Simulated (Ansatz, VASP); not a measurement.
One calculation of B, two programs

File INCAR:

```
SYSTEM = B
  PREC = Accurate
  ENCUT = 500
  EDIFF = 1E-6
  ISMEAR = 0
  SIGMA = 0.1
  LREAL = .FALSE.
  LASPH = .TRUE.
  NELM = 120
  ALGO = Normal
  ISIF = 2
  LWAVE = .FALSE.
  LCHARG = .FALSE.
  GGA = PE
  NBANDS = 12
  GGA_COMPAT = .FALSE.
```

Contents of KPOINTS:

```
regular mesh
0
G
  8 8 8
  0 0 0
```

File POSCAR:

```
B
1.0
    2.4662637900      0.0000000000      0.0000000000
    0.0000000000      2.4662637900      0.0000000000
    0.0000000000      0.0000000000      2.1677235900
B
3
Direct
    0.5000000000      0.0000000000      0.9456100600
    0.0000000000      0.5000000000      0.9456100600
    0.0000000000      0.0000000000      0.7428543600
```

Input for Ansatz:

```yaml
crystal:
  lattice:
    - [2.46626379, 0.0, 0.0]
    - [0.0, 2.46626379, 0.0]
    - [0.0, 0.0, 2.16772359]
  atoms:
    - { symbol: B, position: [0.5, 0.0, 0.94561006] }
    - { symbol: B, position: [0.0, 0.5, 0.94561006] }
    - { symbol: B, position: [0.0, 0.0, 0.74285436] }
basis:
  ecutwfc: 420
kpoints:
  mp_grid: { grid: [8, 8, 8] }
hamiltonian:
  xc: pbe
scf:
  occupations: { method: gaussian, width: 0.1 }
  lower_state_search: "off"
output:
  forces: true
  stress: true
  eigenvalues: true
```

Alike in both runs: task single point; functional PBE; k mesh 8 × 8 × 8; occupations gaussian, width 0.1 eV; no spin polarisation.

|  | VASP | Ansatz |
| --- | --- | --- |
| version | VASP 6.6.1 | Ansatz 0.2.0 |
| potentials or method | VASP PAW PBE potentials, release 64 (B), cutoff 500 eV | scalar-relativistic, plane waves, PAW |
| valence electrons in the cell | 9 | 9 |

```tsv
	VASP	Ansatz	Ansatz less VASP
gap on the k mesh at the Fermi level (eV)	none	none	-
rms of the force components (eV/Å)	5.504	5.484	-0.0204
```

Atom by atom the forces differ by 0.020 eV/Å (rms over components). A gap of «none» marks a metal or a gap that the smearing closes. The functional is the same, so the differences come from potentials, cutoffs and numerics.

The k mesh is coarse, so the values compare programs but aren't converged.
